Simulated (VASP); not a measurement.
Write the native input for VASP 6.6.1 that does the following.

| Property | Result |
| --- | --- |
| Task | single point |
| Functional | PBE |
| Potentials or basis | VASP PAW PBE potentials, release 64 (As) |
| Cutoff | 400 eV |
| k mesh | 12 × 12 × 1 |
| Occupations | gaussian, width 0.04 eV |
| Spin | no spin polarisation |
| Dipole correction | yes |
| Further INCAR settings | ALGO = Normal; EDIFF = 1e-06; NBANDS = 12; NELMDL = -8 |

The structure of As lies in POSCAR:

```
As
1.0
    3.6188151869      0.0000000000      0.0000000000
   -1.8094075934      3.1339858834      0.0000000000
    0.0000000000      0.0000000000     22.5000000000
As
2
Direct
    0.0000000000      0.0000000000      0.6052069157
    0.6666666667      0.3333333333      0.6655501610
```

One way to write it, as run:

INCAR

```
SYSTEM = As
PREC = Accurate
ENCUT = 400
EDIFF = 1E-6
ISMEAR = 0
SIGMA = 0.04
LREAL = .False.
LASPH = .True.
NELM = 120
ALGO = Normal
ISIF = 2
LWAVE = .False.
LCHARG = .False.
LDIPOL = .True.
IDIPOL = 3
DIPOL = 0.5 0.5 0.635
GGA = PE
NBANDS = 12
GGA_COMPAT = .False.
NELMDL = -8
```

KPOINTS

```
regular mesh
0
Gamma
  12 12 1
  0 0 0
```

Potentials or basis: VASP PAW PBE potentials, release 64 (As).

Command:

```bash
$ cat potpaw_PBE.64/As/POTCAR > POTCAR
$ mpirun -np 1 vasp_std > vasp.out
```

Results of the run:

The largest force is 0.469 eV/Å and the band gap on the k mesh is 1.79 eV, indirect (least direct gap 1.94 eV).

Wall time 46 s on 1 thread of Intel(R) Xeon(R) Platinum 8375C CPU @ 2.90GHz (Ice Lake), with other jobs on the host, peak memory 0.27 GiB.
